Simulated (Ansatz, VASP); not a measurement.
**One calculation of HfH3F, two programs**

INCAR

```
SYSTEM = HfH3F
PREC = Accurate
ENCUT = 600
EDIFF = 1E-7
ISMEAR = 0
SIGMA = 0.15
LREAL = .FALSE.
LASPH = .TRUE.
NELM = 120
ALGO = Normal
ISIF = 3
LWAVE = .FALSE.
LCHARG = .FALSE.
GGA = PE
IBRION = 2
NSW = 36
EDIFFG = -0.08
GGA_COMPAT = .FALSE.
NELMIN = 4
```

KPOINTS

```
regular mesh
0
G
  3 3 3
  0 0 0
```

File POSCAR:

```
HfH3F
1.0
    3.5479818700      0.0000000000      0.0000000000
    0.0000000000      3.5479818700      0.0000000000
    0.0000000000      0.0000000000      3.5479818700
Hf H F
1 3 1
Direct
    0.0000000000      0.0000000000      0.0000000000
    0.5000000000      0.0000000000      0.0000000000
    0.0000000000      0.5000000000      0.0000000000
    0.0000000000      0.0000000000      0.5000000000
    0.5000000000      0.5000000000      0.5000000000
```

Input for Ansatz:

```yaml
crystal:
  lattice:
    - [3.54798187, 0.0, 0.0]
    - [0.0, 3.54798187, 0.0]
    - [0.0, 0.0, 3.54798187]
  atoms:
    - { symbol: Hf, position: [0.0, 0.0, 0.0] }
    - { symbol: H, position: [0.5, 0.0, 0.0] }
    - { symbol: H, position: [0.0, 0.5, 0.0] }
    - { symbol: H, position: [0.0, 0.0, 0.5] }
    - { symbol: F, position: [0.5, 0.5, 0.5] }
basis:
  ecutwfc: 420
kpoints:
  mp_grid: { grid: [3, 3, 3] }
hamiltonian:
  xc: pbe
scf:
  occupations: { method: gaussian, width: 0.15 }
  lower_state_search: "off"
output:
  forces: true
  stress: true
  eigenvalues: true
relax:
  adjacent_minimum: "off"
  f_tol: 0.08
  max_steps: 16
  cell: { stress_tol: 0.8 }
```

Change from the starting cell: species swapped into the BaTiO3 type (Pm-3m, No. 221).

Alike in both runs: task relaxation of cell and atoms; functional PBE; k mesh 3 × 3 × 3; occupations gaussian, width 0.15 eV; no spin polarisation.

|  | VASP | Ansatz |
| --- | --- | --- |
| version | VASP 6.6.1 | Ansatz 0.2.0 |
| potentials or method | VASP PAW PBE potentials, release 64 (Hf_pv, H, F), cutoff 600 eV | scalar-relativistic, plane waves, PAW |
| valence electrons in the cell | 20 | 36 |

VASP gave:

```
gap on the k mesh at the Fermi level, each at its own relaxed structure (eV) : 2.91
relaxed volume (Å³/atom)                                                     : 10.38
relaxed cell length with the largest relative difference (Å)                 : 3.730
```

Task: Estimate Ansatz's values.

Result: gap on the k mesh at the Fermi level, each at its own relaxed structure (eV): 2.91; relaxed volume (Å³/atom): 10.41; relaxed cell length with the largest relative difference (Å): 3.733.

VASP's potentials hold 20 valence electrons a cell and Ansatz's 36, so a difference there can come from the potentials and not from the codes.

The k mesh is coarse, so the values compare programs but aren't converged. Spin-orbit coupling is off throughout. Noted on VASP's run: the volume moved by over 15 % at a fixed basis, so the end points are rough.
